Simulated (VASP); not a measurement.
Crystal: BaTiO3.

```
Ba Ti O
1.0
     3.93232    0.00000    0.00000
     0.00000    3.93232    0.00000
     0.00000    0.00000    4.17925
Ba Ti O
1 1 3
Direct
  0.50000 0.50000 0.58841
  0.00000 0.00000 0.10739
  0.00000 0.50000 0.06132
  0.50000 0.00000 0.06132
  0.00000 0.00000 0.54157
```

This cell differs from its parent crystal: epitaxial xy strain -1.0%.

Base run:

| Property | Result |
| --- | --- |
| Program | VASP 6.6.1 |
| Functional | PBE |
| Potentials or basis | VASP PAW PBE potentials, release 64 (Ba_sv, Ti_sv, O) |
| Cutoff | 520 eV |
| k mesh | 6 × 6 × 6 |
| Occupations | fermi-dirac, width 0.02 eV |
| Spin | no spin polarisation |

Its results: band gap on the k mesh 1.84 eV, indirect (least direct gap 2.41 eV); pressure 6.8 GPa; largest force 0.214 eV/Å.

Question: The run is repeated on the same cell with these changes: functional from PBE to r2SCAN; occupations from fermi-dirac, width 0.02 eV to gaussian, width 0.01 eV. What comes out?

Answer: Band gap on the k mesh 2.24 eV, indirect (least direct gap 2.83 eV); pressure 3.9 GPa; largest force 0.174 eV/Å.

Caveats: spin-orbit coupling is left out, which moves the levels of the heavy elements; the PAW data sets were made with another functional, which shifts forces and pressure a little (some runs).

A k mesh can miss the band edges.
